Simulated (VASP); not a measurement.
## ZrC: single point with PBEsol

The system is ZrC.

```
Zr C
1.0
     0.00000    2.14096    2.14096
     2.14096    0.00000    2.14096
     2.14096    2.14096    0.00000
Zr C
1 1
Cartesian
  0.0000 0.0000 0.0000
  2.1410 2.1410 2.1410
```

- Program: VASP 6.6.1
- Task: single point
- Functional: PBEsol
- Potentials or basis: VASP PAW PBE potentials, release 64 (Zr_sv, C)
- Cutoff: 520 eV
- k mesh: 13 × 13 × 13
- Occupations: fermi-dirac, width 0.05 eV
- Spin: no spin polarisation
- Dipole correction: no
- Further INCAR settings: ALGO = Normal; EDIFF = 1e-06; NBANDS = 15

- Pressure: 103.2 GPa
- Band gap on the k mesh: zero (bands 8 and 9 overlap by 1.40 eV)

Levels at points of the mesh, in eV from the Fermi level:
| k point | band 6 | band 7 | band 8 | band 9 | band 10 | band 11 |
| --- | --- | --- | --- | --- | --- | --- |
| (0.00, 0.00, 0.00) | 0.92 | 0.92 | 0.92 | 0.95 | 0.95 | 0.95 |

Run time: 31 s on 1 thread of Intel Xeon 8259CL (shared host), peak memory 0.15 GiB.

Caveat: the cell stands under pressure; the PAW data sets were made with another functional, which shifts forces and pressure a little.
